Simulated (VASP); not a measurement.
A run of VASP 6.6.1 is set up as follows.

The input INCAR:

```
SYSTEM = Sb
PREC = Accurate
ENCUT = 500
EDIFF = 1E-6
ISMEAR = -1
SIGMA = 0.05
LREAL = .FALSE.
LASPH = .TRUE.
NELM = 120
ALGO = Normal
ISIF = 2
LWAVE = .FALSE.
LCHARG = .FALSE.
GGA = CA
NBANDS = 22
GGA_COMPAT = .FALSE.
```

KPOINTS

```
regular mesh
0
G
  9 9 9
  0 0 0
```

The input POSCAR:

```
Sb
1.0
    2.1469768582      1.2395576670      3.6648697049
   -2.1469768582      1.2395576670      3.6648697049
    0.0000000000     -2.4791153341      3.6648697049
Sb
2
Direct
    0.2354687208      0.2354687208      0.2354687208
    0.7645312792      0.7645312792      0.7645312792
```

Potentials or basis: VASP PAW LDA potentials, release 64 (Sb_d_GW).

Run with:

```console
$ cat potpaw_LDA.64/Sb_d_GW/POTCAR > POTCAR
$ mpirun -np 1 vasp_std > vasp.out
```

Problem. Predict the largest force.

Solution. 0.020 eV/Å.

Problem. Estimate the pressure.

Solution. 0.0 GPa.

Forces in eV/Å, atoms in the order of the input:
```
Sb   0.000  0.000  0.020
Sb   0.000  0.000 -0.020
```
